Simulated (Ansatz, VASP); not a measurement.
# ScAl3As4 in VASP and in Ansatz

```xyz
8
Lattice="4.0106 0.0000 0.0000 -2.0053 3.4733 0.0000 0.0000 0.0000 13.3886" Properties=species:S:1:pos:R:3 pbc="T T T"
Sc    0.0000    0.0000    1.1459
Al    0.0000    0.0000    4.2588
Al    2.0053    1.1578    7.5659
Al    0.0000    2.3155   10.8748
As    2.0053    1.1578    3.1985
As    0.0000    0.0000    6.7089
As    2.0053    1.1578   10.0163
As    0.0000    2.3155   -0.0821
```

Alike in both runs: functional PBE; k mesh 5 × 5 × 2; occupations gaussian, width 0.2 eV; no spin polarisation.

Ansatz relaxed the structure, and its values are those at the end. VASP's run is a single point on that final structure, the one shown.

```csv
,VASP,Ansatz
version,VASP 6.6.1,Ansatz 0.2.0
potentials or method,"VASP PAW PBE potentials, release 64 (Sc_sv, Al, As), cutoff 520 eV","scalar-relativistic, plane waves, PAW"
valence electrons in the cell,40,80
```

Ansatz gave:

```
gap on the k mesh at the Fermi level (eV) : 0.86
least direct gap on the mesh (eV)         : 0.93
pressure (GPa)                            : 0.1
rms of the force components (eV/Å)        : 0.008
```

**Question.** Which values does VASP return?

**Answer.** gap on the k mesh at the Fermi level (eV): 0.85; least direct gap on the mesh (eV): 0.92; pressure (GPa): 0.3; rms of the force components (eV/Å): 0.010.

VASP's potentials hold 40 valence electrons a cell and Ansatz's 80, so a difference there can come from the potentials and not from the codes.
